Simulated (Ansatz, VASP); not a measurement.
**Two plane-wave programs on Ga**

The input INCAR:

```
SYSTEM = Ga
PREC = Accurate
ENCUT = 520
EDIFF = 1E-6
ISMEAR = -1
SIGMA = 0.08
LREAL = .FALSE.
LASPH = .TRUE.
NELM = 60
ALGO = Normal
ISIF = 2
LWAVE = .FALSE.
LCHARG = .FALSE.
GGA = PE
NBANDS = 20
```

File KPOINTS:

```
regular mesh
0
G
  17 17 17
  0 0 0
```

File POSCAR:

```
Ga
1.0
   -2.6537042171      2.6537042171      1.3948755117
    2.6537042171     -2.6537042171      1.3948755117
    2.6537042171      2.6537042171     -1.3948755117
Ga
2
Direct
   -0.3750000000     -0.1250000000     -0.2500000000
    0.3750000000      0.1250000000      0.2500000000
```

Input for Ansatz:

```yaml
crystal:
  lattice:
    - [-2.6537042171, 2.6537042171, 1.3948755117]
    - [2.6537042171, -2.6537042171, 1.3948755117]
    - [2.6537042171, 2.6537042171, -1.3948755117]
  atoms:
    - { symbol: Ga, position: [-0.375, -0.125, -0.25] }
    - { symbol: Ga, position: [0.375, 0.125, 0.25] }
kpoints:
  mp_grid: { grid: [17, 17, 17] }
scf:
  occupations: { method: fermi_dirac, width: 0.08 }
hamiltonian:
  xc: pbe
  pseudopotentials: { kind: nc }
output:
  forces: true
  stress: true
  eigenvalues: true
```

Change from the starting cell: volume scaled by 1, norm-conserving files.

Alike in both runs: task single point; functional PBE; k mesh 17 × 17 × 17; occupations fermi-dirac, width 0.08 eV; no spin polarisation.

|  | VASP | Ansatz |
| --- | --- | --- |
| version | VASP 6.6.1 | Ansatz 0.2.0 |
| potentials or method | VASP PAW PBE potentials, release 64 (Ga_d) | scalar-relativistic |
| plane-wave cutoff (eV) | 520 | 1088 |
| valence electrons in the cell | 26 | 26 |

VASP gave:

| Quantity | Value |
| --- | --- |
| pressure (GPa) | 0.1 |

Q: What did Ansatz give for the same quantities?

A: Pressure (GPa): 0.0.
